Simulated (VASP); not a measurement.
# WSe2 in VASP: further runs

The runs below take WSe2 through relaxation of the atoms, with PBEsol.

Program: VASP 6.6.1. These are calculated values, not measurements. Logs are shortened: lines on timing, memory, paths and dates and some standing lists are left out, and cuts for length are marked.

**1. The cell of the first run**

The cell holds a slab with vacuum, 3 atoms: a = 3.270 Å, b = 3.270 Å, c = 15.662 Å, α = 90.00°, β = 90.00°, γ = 120.00°.

**2. Relaxation of the atoms, PBEsol (strain along c alone, the other axes held: -6.0 %)**

INCAR

```
ALGO = Normal
EDIFF = 1E-6
EDIFFG = -0.008
ENCUT = 520
GGA = PS
IBRION = 2
ISIF = 2
ISMEAR = 0
LASPH = True
LCHARG = False
LREAL = False
LWAVE = False
NELM = 60
NSW = 60
PREC = Accurate
SIGMA = 0.02
```

KPOINTS

```
k-points
0
Gamma
  12 12 2
```

POSCAR

```
WSe2
1.0
    3.2702526708      0.0000000000      0.0000000000
   -1.6351263354      2.8321218897      0.0000000000
    0.0000000000      0.0000000000     15.6615438692
W Se
1 2
Direct
    0.0000000000      0.0000000000      0.0000000000
    0.3333333333      0.6666666667      0.1045949300
    0.3333333333      0.6666666667      0.8954050700
```

Potentials or basis: VASP PAW PBE potentials, release 64 (W_sv, Se).

On the command line:

```
cat potpaw_PBE.64/W_sv/POTCAR potpaw_PBE.64/Se/POTCAR > POTCAR
mpirun -np 1 vasp_std > vasp.out
```

OUTCAR:

```text
EDIFF = 1E-6
   EDIFFG = -0.008
   ENCUT = 520
   GGA = PS
   IBRION = 2
   ISIF = 2
   ISMEAR = 0
   LASPH = True
   LREAL = False
   NELM = 60
   NSW = 60
   PREC = Accurate

 ion  position               nearest neighbor table
   1  0.000  0.000  0.000-   2 2.50   3 2.50   2 2.50   3 2.50   2 2.50   3 2.50
   2  0.333  0.667  0.105-   1 2.50   1 2.50   1 2.50
   3  0.333  0.667  0.895-   1 2.50   1 2.50   1 2.50

  LATTYP: Found a hexagonal cell.
 ALAT       =     3.2702526708
 C/A-ratio  =     4.7890929068

  Lattice vectors:

 A1 = (   3.2702526708,   0.0000000000,   0.0000000000)
 A2 = (  -1.6351263354,   2.8321218897,   0.0000000000)
 A3 = (   0.0000000000,   0.0000000000,  15.6615438692)

Analysis of symmetry for initial positions (statically):
=====================================================================
 Subroutine PRICEL returns:
 Original cell was already a primitive cell.

 Routine SETGRP: Setting up the symmetry group for a
 hexagonal supercell.

 Subroutine GETGRP returns: Found 12 space group operations
 (whereof 12 operations were pure point group operations)
 out of a pool of 24 trial point group operations.

The static configuration has the point symmetry D_3h.

Analysis of symmetry for dynamics (positions and initial velocities):
=====================================================================
 Subroutine PRICEL returns:
 Original cell was already a primitive cell.

 Routine SETGRP: Setting up the symmetry group for a
 hexagonal supercell.

 Subroutine GETGRP returns: Found 12 space group operations
 (whereof 12 operations were pure point group operations)
 out of a pool of 24 trial point group operations.

The dynamic configuration has the point symmetry D_3h.

 Subroutine INISYM returns: Found 12 space group operations
 (whereof 12 operations are pure point group operations),
 and found     1 'primitive' translations

----------------------------------------------------------------------------------------

                                     Primitive cell

  volume of cell :     145.0534

  direct lattice vectors                    reciprocal lattice vectors
     3.270252671  0.000000000  0.000000000     0.305786770  0.176546074  0.000000000
    -1.635126335  2.832121890  0.000000000     0.000000000  0.353092147  0.000000000
     0.000000000  0.000000000 15.661543869     0.000000000  0.000000000  0.063850666

  length of vectors
     3.270252671  3.270252671 15.661543869     0.353092147  0.353092147  0.063850666

  position of ions in fractional coordinates (direct lattice)
     0.000000000  0.000000000  0.000000000
     0.333333333  0.666666667  0.104594930
     0.333333333  0.666666667  0.895405070

  ion indices of the primitive-cell ions
   primitive index   ion index
                 1           1
                 2           2
                 3           3

----------------------------------------------------------------------------------------

 KPOINTS: k-points

Automatic generation of k-mesh.
 Grid dimensions read from file:
 generate k-points for:   12   12    2

 Generating k-lattice:

  Cartesian coordinates                     Fractional coordinates (reciprocal lattice)
     0.025482231  0.014712173  0.000000000     0.083333333  0.000000000  0.000000000
     0.000000000  0.029424346  0.000000000     0.000000000  0.083333333  0.000000000
     0.000000000  0.000000000  0.031925333     0.000000000  0.000000000  0.500000000

  Length of vectors
     0.029424346  0.029424346  0.031925333

  Shift w.r.t. Gamma in fractional coordinates (k-lattice)
     0.000000000  0.000000000  0.000000000

 Subroutine IBZKPT returns following result:
 ===========================================

 Found     38 irreducible k-points:

 Following reciprocal coordinates:
            Coordinates               Weight
  0.000000  0.000000  0.000000      1.000000
  0.083333  0.000000  0.000000      6.000000
  0.166667  0.000000  0.000000      6.000000
  0.250000  0.000000  0.000000      6.000000
  0.333333 -0.000000  0.000000      6.000000
  0.416667 -0.000000  0.000000      6.000000
[... 16 lines left out ...]
  0.250000  0.000000  0.500000      6.000000
  0.333333 -0.000000  0.500000      6.000000
 [... further k-points ...]
   k-points           NKPTS =     38   k-points in BZ     NKDIM =     38   number of bands    NBANDS=     17
   number of dos      NEDOS =    301   number of ions     NIONS =      3
   total plane-waves  NPLWV =  69120
   dimension x,y,z NGX =    24 NGY =   24 NGZ =  120
   dimension x,y,z NGXF=    48 NGYF=   48 NGZF=  240
   ions per type =               1   2
   NGX,Y,Z   is equivalent  to a cutoff of  12.20, 12.20, 12.74 a.u.
   NGXF,Y,Z  is equivalent  to a cutoff of  24.40, 24.40, 25.48 a.u.
 SYSTEM =  unknown system
   PREC   = accura    normal or accurate (medium, high low for compatibility)
   ISTART =      0    job   : 0-new  1-cont  2-samecut
   ICHARG =      2    charge: 1-file 2-atom 10-const
   ISPIN  =      1    spin polarized calculation?
   LNONCOLLINEAR =      F non collinear calculations
   LSORBIT =      F    spin-orbit coupling
   LASPH  =      T    aspherical Exc in radial PAW
   ENCUT  =  520.0 eV  38.22 Ry    6.18 a.u.   6.08  6.08 29.12*2*pi/ulx,y,z
   NELM   =     60;   NELMIN=  2; NELMDL= -5     # of ELM steps
   EDIFF  = 0.1E-05   stopping-criterion for ELM
   LREAL  =      F    real-space projection
   EDIFFG = -.8E-02   stopping-criterion for IOM
   NSW    =     60    number of steps for IOM
   IBRION =      2    ionic relax: 0-MD 1-quasi-New 2-CG
   NFREE  =      1    steps in history (QN), initial steepest desc. (CG)
   ISIF   =      2    stress and relaxation
   ISYM   =      2    0-nonsym 1-usesym 2-fastsym
   POTIM  = 0.5000    time-step for ionic-motion
   TEBEG  =    0.0;   TEEND  =   0.0 temperature during run
   PSTRESS=    0.0 pullay stress
   NELECT =      26.0000    total number of electrons
   NUPDOWN=      -1.0000    fix difference up-down
   EMIN   =  10.00;   EMAX   =-10.00  energy-range for DOS
   EFERMI =   0.00;   METHOD = LEGACY
   ISMEAR =     0;   SIGMA  =   0.02  broadening in eV -4-tet -1-fermi 0-gaus
   EFERMI_NEDOS =   21; number of points for ismear=-14 and -15
   IALGO  =     38    algorithm
   IMIX   =      4    mixing-type and parameters
     AMIX     =   0.40;   BMIX     =  1.00
     AMIX_MAG =   1.60;   BMIX_MAG =  1.00
  volume/ion in A,a.u.               =      48.35       326.29
  Fermi-wavevector in a.u.,A,eV,Ry     =   0.923046  1.744304 11.592353  0.852014
  Thomas-Fermi vector in A             =   2.048640
   LORBIT       =      0    0 simple, 1 ext, 2 COOP (PROOUT), +10 PAW based schemes
   GGA     = PS    functional components
   LHFCALC =     F    Hartree Fock is set to
   AEXX    =    0.0000 exact exchange contribution
   IVDW    =     0    specifies the selected vdW correction
   LEPSILON=     F    determine dielectric tensor
   LRPA    =     F    only Hartree local field effects (RPA)
 conjugate gradient relaxation of ions
 non-spin polarized calculation
 Gauss-broadening in eV      SIGMA  =   0.02
  energy-cutoff  :      520.00
  volume of cell :      145.05
 maximum number of plane-waves:      3972
   NGX = 13   NGY = 13   NGZ = 59

--------------------------------------- Ionic step        1  -------------------------------------------

 number of electron      26.0000002 magnetization

 Free energy of the ion-electron system (eV)
  ---------------------------------------------------
  ext. energy  EPLUGINS =         0.00000000
  ---------------------------------------------------
  free energy    TOTEN  =       -23.20844334 eV

  energy without entropy =      -23.20844334  energy(sigma->0) =      -23.20844334

------------------------ aborting loop because EDIFF is reached ----------------------------------------

  FORCE on cell =-STRESS in cart. coord.  units (eV):
  Direction    XX          YY          ZZ          XY          YZ          ZX
  --------------------------------------------------------------------------------------
  -------------------------------------------------------------------------------------
  Total        0.9687187      0.9687187      2.3303876      0.0000000      0.0000000     -0.0000000
  in kB       10.6999182     10.6999182     25.7401413      0.0000000      0.0000000     -0.0000000
  external PRESSURE =      15.7133259 kB  Pullay stress =       0.0000000 kB
[... 59 lines left out ...]
  energy  without entropy=      -23.2348901220  energy(sigma->0) =      -23.23489012

--------------------------------------- Ionic step        3  -------------------------------------------

 number of electron      25.9999999 magnetization

 Free energy of the ion-electron system (eV)
  ---------------------------------------------------
  ext. energy  EPLUGINS =         0.00000000
  ---------------------------------------------------
  free energy    TOTEN  =       -23.23511485 eV

  energy without entropy =      -23.23511485  energy(sigma->0) =      -23.23511485

 E-fermi :  -0.3860     XC(G=0):  -5.1829

 val. band max:       -0.5415500466   @ k =   0.3333   0.3333   0.0000
 cond. band min:       1.1345206317   @ k =   0.1667   0.1667   0.0000
 fundamental gap:      1.6760706783
 Fermi energy:        -0.3859547934

 k-point     1 :       0.0000    0.0000    0.0000
  band No.  band energies     occupation
      1     -74.4922      2.00000
      2     -38.7567      2.00000
      3     -38.6050      2.00000
      4     -38.6050      2.00000
      5     -15.4332      2.00000
      6     -14.1433      2.00000
[... 9 lines left out ...]
     16       2.7041      0.00000
     17       2.7041      0.00000
[... 443 lines left out ...]
      1     -74.4837      2.00000
      2     -38.7927      2.00000
      3     -38.7202      2.00000
      4     -38.6493      2.00000
      5     -14.0049      2.00000
      6     -13.4375      2.00000
[... 9 lines left out ...]
     16       2.7455      0.00000
     17       3.7966      0.00000

 [... further k-points ...]
[... 5 lines left out ...]
  --------------------------------------------------------------------------------------
  -------------------------------------------------------------------------------------
  Total        0.0687864      0.0687864      0.0076979      0.0000000     -0.0000000      0.0000000
  in kB        0.7597756      0.7597756      0.0850269      0.0000000     -0.0000000      0.0000000
  external PRESSURE =       0.5348593 kB  Pullay stress =       0.0000000 kB
[... 18 lines left out ...]
  FREE ENERGIE OF THE ION-ELECTRON SYSTEM (eV)
  ---------------------------------------------------
  free  energy   TOTEN  =       -23.2351148493 eV

  energy  without entropy=      -23.2351148493  energy(sigma->0) =      -23.23511485

 reached required accuracy - stopping structural energy minimisation
```

It took 5.1 min on 1 thread of Oxide Virtual Turin-like, shared host; peak memory 0.28 GiB.

Results:

* Free energy: -23.2351 eV
* Energy gained by relaxing: 8.9 meV/atom
* Ionic steps: 3
* Band gap on the k mesh: 1.68 eV (least direct gap 1.70 eV)

Step by step:
```tsv
step	energy change (eV)	largest force (eV/Å)	pressure (GPa)
1	0.0000	0.7147	1.57
2	-0.0264	0.0634	0.18
3	-0.0267	0.0007	0.05
```

Final structure:
```yaml
crystal:
  lattice:
    - [3.27025, 0.00000, 0.00000]
    - [-1.63513, 2.83212, 0.00000]
    - [0.00000, 0.00000, 15.66154]
  atoms:
    - { symbol: W, position: [0.00000, 0.00000, 0.00000] }
    - { symbol: Se, position: [0.33333, 0.66667, 0.10702] }
    - { symbol: Se, position: [0.33333, 0.66667, 0.89298] }
```

Levels at points of the mesh, in eV from the valence-band top:
```
           k point  band 9  band 10  band 11  band 12  band 13  band 14  band 15  band 16  band 17
(0.00, 0.00, 0.00)   -2.33    -2.26    -1.16    -1.16    -0.43     3.06     3.06     3.25     3.25
(0.50, 0.00, 0.00)   -4.24    -2.99    -2.19    -1.03    -0.84     2.53     2.85     3.75     4.45
(0.00, 0.00, 0.50)   -2.33    -2.26    -1.16    -1.16    -0.43     3.06     3.06     3.25     3.25
(0.50, 0.00, 0.50)   -4.24    -2.99    -2.19    -1.03    -0.84     2.53     2.85     3.75     4.45
```

Caveat: the cell differs from its parent crystal (strain along c alone, the other axes held: -6.0 %); the PAW data sets were made with another functional, which shifts forces and pressure a little; spin-orbit coupling is left out, which moves the levels of the heavy elements.

(Continued in part 2 of 2.)
